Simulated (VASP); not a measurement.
# AlN (I4/mmm) in VASP: single point with HSE06

Aim: the single point of AlN with HSE06.

Everything below comes from runs of VASP 6.6.1. Logs are shortened: lines on timing, memory, paths and dates and some standing lists are left out, and cuts for length are marked.

## (1) The cell of the first run

The structure is tetragonal, space group I4/mmm (No. 139). Conventional cell: a = 2.972 Å, b = 2.972 Å, c = 3.924 Å, α = 90.00°, β = 90.00°, γ = 90.00°. Within 2.6 Å of Al (site symmetry 4/mmm) lie 6 N at 1.96 to 2.10 Å. Within 2.6 Å of N (site symmetry 4/mmm) lie 6 Al at 1.96 to 2.10 Å.

## (2) Single point, HSE06 (epitaxial xy strain +4.1%)

Contents of POSCAR:

```
AlN
1.0
    0.0000000000      2.1018439580      1.9618133969
    2.1018439580      0.0000000000      1.9618133969
    2.1018439580      2.1018439580      0.0000000000
Al N
1 1
Direct
    0.0000000000      0.0000000000      0.0000000000
    0.5000000000      0.5000000000      0.5000000000
```

Contents of INCAR.step1:

```
SYSTEM = AlN
PREC = Accurate
ENCUT = 520
EDIFF = 1E-5
ISMEAR = 0
SIGMA = 0.01
LREAL = .False.
LASPH = .True.
NELM = 100
ALGO = Normal
ISIF = 2
LWAVE = .True.
NBANDS = 11
GGA = PE
```

Contents of INCAR.step2:

```
SYSTEM = AlN
PREC = Accurate
ENCUT = 520
EDIFF = 1E-6
ISMEAR = 0
SIGMA = 0.01
LREAL = .False.
LASPH = .True.
NELM = 100
ALGO = Normal
ISIF = 2
LWAVE = .False.
LCHARG = .True.
GGA = PE
LHFCALC = .True.
HFSCREEN = 0.2079
PRECFOCK = Normal
LELF = .True.
LVHAR = .True.
NBANDS = 11
ISTART = 1
```

Contents of KPOINTS:

```
Automatic mesh
0
Gamma
  8 8 8
  0 0 0
```

Potentials or basis: VASP PAW PBE potentials, release 64 (Al, N).

On the command line:

```console
$ cat potpaw_PBE.64/Al/POTCAR potpaw_PBE.64/N/POTCAR > POTCAR
$ cp INCAR.step1 INCAR
$ mpirun -np 1 vasp_std > vasp.out
$ cp INCAR.step2 INCAR
$ mpirun -np 1 vasp_std > vasp.out
```

OUTCAR:

```text
SYSTEM = AlN
   PREC = Accurate
   ENCUT = 520
   EDIFF = 1E-6
   ISMEAR = 0
   LREAL = .False.
   LASPH = .True.
   NELM = 100
   ISIF = 2
   GGA = PE
   LHFCALC = .True.
   HFSCREEN = 0.2079
   PRECFOCK = Normal
   ISTART = 1

 ion  position               nearest neighbor table
   1  0.000  0.000  0.000-   2 1.96   2 1.96   2 2.10   2 2.10   2 2.10   2 2.10
   2  0.500  0.500  0.500-   1 1.96   1 1.96   1 2.10   1 2.10   1 2.10   1 2.10

  LATTYP: Found a body centered tetragonal cell.
 ALAT       =     2.9724562314
 C/A-ratio  =     1.3199948085

  Lattice vectors:

 A1 = (   0.0000000000,  -2.1018439580,  -1.9618133969)
 A2 = (   0.0000000000,   2.1018439580,  -1.9618133969)
 A3 = (   2.1018439580,   0.0000000000,   1.9618133969)

Analysis of symmetry for initial positions (statically):
=====================================================================
 Subroutine PRICEL returns:
 Original cell was already a primitive cell.

 Routine SETGRP: Setting up the symmetry group for a
 body centered tetragonal supercell.

 Subroutine GETGRP returns: Found 16 space group operations
 (whereof 16 operations were pure point group operations)
 out of a pool of 16 trial point group operations.

The static configuration has the point symmetry D_4h.

Analysis of symmetry for dynamics (positions and initial velocities):
=====================================================================
 Subroutine PRICEL returns:
 Original cell was already a primitive cell.

 Routine SETGRP: Setting up the symmetry group for a
 body centered tetragonal supercell.

 Subroutine GETGRP returns: Found 16 space group operations
 (whereof 16 operations were pure point group operations)
 out of a pool of 16 trial point group operations.

The dynamic configuration has the point symmetry D_4h.

 Subroutine INISYM returns: Found 16 space group operations
 (whereof 16 operations are pure point group operations),
 and found     1 'primitive' translations

----------------------------------------------------------------------------------------

                                     Primitive cell

  volume of cell :      17.3336

  direct lattice vectors                    reciprocal lattice vectors
     0.000000000  2.101843958  1.961813397    -0.237886356  0.237886356  0.254866238
     2.101843958  0.000000000  1.961813397     0.237886356 -0.237886356  0.254866238
     2.101843958  2.101843958  0.000000000     0.237886356  0.237886356 -0.254866238

  length of vectors
     2.875145184  2.875145184  2.972456231     0.422062360  0.422062360  0.422062360

  position of ions in fractional coordinates (direct lattice)
     0.000000000  0.000000000  0.000000000
     0.500000000  0.500000000  0.500000000

  ion indices of the primitive-cell ions
   primitive index   ion index
                 1           1
                 2           2

----------------------------------------------------------------------------------------

 KPOINTS: Automatic mesh

Automatic generation of k-mesh.
 Grid dimensions read from file:
 generate k-points for:    8    8    8

 Generating k-lattice:

  Cartesian coordinates                     Fractional coordinates (reciprocal lattice)
    -0.029735794  0.029735794  0.031858280     0.125000000 -0.000000000  0.000000000
     0.029735794 -0.029735794  0.031858280    -0.000000000  0.125000000  0.000000000
     0.029735794  0.029735794 -0.031858280     0.000000000  0.000000000  0.125000000

  Length of vectors
     0.052757795  0.052757795  0.052757795

  Shift w.r.t. Gamma in fractional coordinates (k-lattice)
     0.000000000  0.000000000  0.000000000

 Subroutine IBZKPT returns following result:
 ===========================================

 Found     59 irreducible k-points:

 Following reciprocal coordinates:
            Coordinates               Weight
  0.000000  0.000000  0.000000      1.000000
  0.125000  0.000000  0.000000      8.000000
  0.250000  0.000000  0.000000      8.000000
  0.375000  0.000000  0.000000      8.000000
  0.500000  0.000000  0.000000      4.000000
  0.125000  0.125000  0.000000      2.000000
[... 16 lines left out ...]
  0.250000  0.000000  0.125000     16.000000
  0.375000  0.000000  0.125000     16.000000
 [... further k-points ...]
   k-points           NKPTS =     59   k-points in BZ     NKDIM =    512   number of bands    NBANDS=     11
   number of dos      NEDOS =    301   number of ions     NIONS =      2
   total plane-waves  NPLWV =  13824
   dimension x,y,z NGX =    24 NGY =   24 NGZ =   24
   dimension x,y,z NGXF=    48 NGYF=   48 NGZF=   48
   ions per type =               1   1
   NGX,Y,Z   is equivalent  to a cutoff of  13.88, 13.88, 13.42 a.u.
   NGXF,Y,Z  is equivalent  to a cutoff of  27.75, 27.75, 26.85 a.u.
 SYSTEM =  AlN
   PREC   = accura    normal or accurate (medium, high low for compatibility)
   ISTART =      1    job   : 0-new  1-cont  2-samecut
   ICHARG =      0    charge: 1-file 2-atom 10-const
   ISPIN  =      1    spin polarized calculation?
   LNONCOLLINEAR =      F non collinear calculations
   LSORBIT =      F    spin-orbit coupling
   LASPH  =      T    aspherical Exc in radial PAW
   ENCUT  =  520.0 eV  38.22 Ry    6.18 a.u.   5.35  5.35  5.53*2*pi/ulx,y,z
   NELM   =    100;   NELMIN=  2; NELMDL=  0     # of ELM steps
   EDIFF  = 0.1E-05   stopping-criterion for ELM
   LREAL  =      F    real-space projection
   EDIFFG = 0.1E-04   stopping-criterion for IOM
   NSW    =      0    number of steps for IOM
   IBRION =     -1    ionic relax: 0-MD 1-quasi-New 2-CG
   NFREE  =      0    steps in history (QN), initial steepest desc. (CG)
   ISIF   =      2    stress and relaxation
   ISYM   =      3    0-nonsym 1-usesym 2-fastsym
   POTIM  = 0.5000    time-step for ionic-motion
   TEBEG  =    0.0;   TEEND  =   0.0 temperature during run
   PSTRESS=    0.0 pullay stress
   NELECT =       8.0000    total number of electrons
   NUPDOWN=      -1.0000    fix difference up-down
   EMIN   =  10.00;   EMAX   =-10.00  energy-range for DOS
   EFERMI =   0.00;   METHOD = LEGACY
   ISMEAR =     0;   SIGMA  =   0.01  broadening in eV -4-tet -1-fermi 0-gaus
   EFERMI_NEDOS =   21; number of points for ismear=-14 and -15
   IALGO  =     38    algorithm
   IMIX   =      1    mixing-type and parameters
     AMIX     =   0.40;   BMIX     =  1.00
     AMIX_MAG =   1.60;   BMIX_MAG =  1.00
  volume/ion in A,a.u.               =       8.67        58.49
  Fermi-wavevector in a.u.,A,eV,Ry     =   1.265150  2.390786 21.777540  1.600604
  Thomas-Fermi vector in A             =   2.398418
   LORBIT       =      0    0 simple, 1 ext, 2 COOP (PROOUT), +10 PAW based schemes
   GGA     = PE    functional components
   LHFCALC =     T    Hartree Fock is set to
   PRECFOCK=normal    Normal, Fast or Accurate (Low or Medium for compatibility)
   ENCUT4O =  -1.0   cutoff for four orbital integrals eV
   NKREDX  =     1    reduce k-point grid by
   NKREDY  =     1    reduce k-point grid by
   NKREDZ  =     1    reduce k-point grid by
   AEXX    =    0.2500 exact exchange contribution
   HFSCREEN=    0.2079 screening length (either q_TF or 0.3 A-1)
   HFSCREENC=   0.2079 screening length for correlation (either q_TF or 0.3 A-1)
   ENCUTFOCK=  -1.0 apply spherical cutoff to Coloumb kernel
   IVDW    =     0    specifies the selected vdW correction
   LEPSILON=     F    determine dielectric tensor
   LRPA    =     F    only Hartree local field effects (RPA)
 non-spin polarized calculation
 Gauss-broadening in eV      SIGMA  =   0.01
  energy-cutoff  :      520.00
  volume of cell :       17.33
 maximum number of plane-waves:       483
 NGX is ok and might be reduce to    24
  NGX = 18; NGY = 18; NGZ = 18

 number of electron       8.0000001 magnetization

 Free energy of the ion-electron system (eV)
  ---------------------------------------------------
  ext. energy  EPLUGINS =         0.00000000
  ---------------------------------------------------
  free energy    TOTEN  =       -17.05236868 eV

  energy without entropy =      -17.05236868  energy(sigma->0) =      -17.05236868

 E-fermi :   8.7581     XC(G=0):  -9.8798

 val. band max:        8.7073954572   @ k =   0.0000   0.0000   0.0000
 cond. band min:      13.6703419182   @ k =   0.5000   0.5000   0.0000
 fundamental gap:      4.9629464610
 Fermi energy:         8.7580950205

 k-point     1 :       0.0000    0.0000    0.0000
  band No.  band energies     occupation
      1     -10.2816      2.00000
      2       8.0654      2.00000
      3       8.7074      2.00000
      4       8.7074      2.00000
      5      14.9000      0.00000
      6      21.8865      0.00000
      7      21.8865      0.00000
      8      22.7857      0.00000
      9      26.6970      0.00000
     10      27.2478      0.00000
     11      27.6361      0.00000

 k-point     2 :       0.1250    0.0000    0.0000
  band No.  band energies     occupation
      1      -9.9542      2.00000
      2       6.8393      2.00000
      3       8.2190      2.00000
      4       8.4624      2.00000
      5      15.8544      0.00000
      6      20.9260      0.00000
      7      22.1760      0.00000
      8      22.9235      0.00000
      9      24.9885      0.00000
     10      26.2169      0.00000
     11      28.3680      0.00000

 k-point     3 :       0.2500    0.0000    0.0000
  band No.  band energies     occupation
      1      -9.0273      2.00000
      2       3.8920      2.00000
      3       7.8849      2.00000
      4       7.9357      2.00000
      5      16.3507      0.00000
      6      20.9573      0.00000
      7      21.3741      0.00000
      8      22.9752      0.00000
      9      26.0576      0.00000
     10      26.0789      0.00000
     11      27.4350      0.00000
[... 267 lines left out ...]
 k-point    23 :       0.2500    0.0000    0.1250
  band No.  band energies     occupation
      1      -9.1626      2.00000
      2       4.9004      2.00000
      3       7.2542      2.00000
      4       7.7112      2.00000
      5      17.2866      0.00000
      6      19.4169      0.00000
      7      20.7104      0.00000
      8      23.5595      0.00000
      9      24.6384      0.00000
     10      28.0805      0.00000
     11      29.7381      0.00000

 k-point    24 :       0.3750    0.0000    0.1250
  band No.  band energies     occupation
      1      -7.9992      2.00000
      2       2.1899      2.00000
      3       6.7717      2.00000
      4       7.1865      2.00000
      5      16.9913      0.00000
      6      19.4731      0.00000
      7      21.1976      0.00000
      8      22.8425      0.00000
      9      26.6272      0.00000
     10      28.7469      0.00000
     11      30.0256      0.00000

 [... further k-points ...]

------------------------ aborting loop because EDIFF is reached ----------------------------------------

  FORCE on cell =-STRESS in cart. coord.  units (eV):
  Direction    XX          YY          ZZ          XY          YZ          ZX
  --------------------------------------------------------------------------------------
  -------------------------------------------------------------------------------------
  Total       -1.8883846     -1.8883846     -0.1614122      0.0000000      0.0000000     -0.0000000
  in kB     -174.5470025   -174.5470025    -14.9196372      0.0000000      0.0000000     -0.0000000
  external PRESSURE =    -121.3378807 kB  Pullay stress =       0.0000000 kB

 VOLUME and BASIS-vectors are now :
 -----------------------------------------------------------------------------
  energy-cutoff  :      520.00
  volume of cell :       17.33
      direct lattice vectors                 reciprocal lattice vectors
     0.000000000  2.101843958  1.961813397    -0.237886356  0.237886356  0.254866238
     2.101843958  0.000000000  1.961813397     0.237886356 -0.237886356  0.254866238
     2.101843958  2.101843958  0.000000000     0.237886356  0.237886356 -0.254866238

 POSITION                                       TOTAL-FORCE (eV/Angst)
 -----------------------------------------------------------------------------------
      0.00000      0.00000      0.00000         0.000000      0.000000      0.000000
      2.10184      2.10184      1.96181         0.000000      0.000000     -0.000000
 -----------------------------------------------------------------------------------
    total drift:                               -0.000012     -0.000000     -0.000205

  FREE ENERGIE OF THE ION-ELECTRON SYSTEM (eV)
  ---------------------------------------------------
  free  energy   TOTEN  =       -17.0523686763 eV

  energy  without entropy=      -17.0523686763  energy(sigma->0) =      -17.05236868
```

Wall time 56 min (1 thread of Intel Xeon 8259CL, shared host); peak memory 0.26 GiB.

Results:

| Property | Result |
| --- | --- |
| Free energy | -17.0524 eV |
| Pressure | -12.1 GPa |
| Band gap on the k mesh | 4.96 eV (least direct gap 6.19 eV) |

Caveat: the cell differs from its parent crystal (epitaxial xy strain +4.1%); the stress differs along the axes, from -17 to -1 GPa; the structure was generated, so it needn't be the stable form of AlN; the PAW data sets were made with another functional, which shifts forces and pressure a little. A k mesh can miss the band edges.
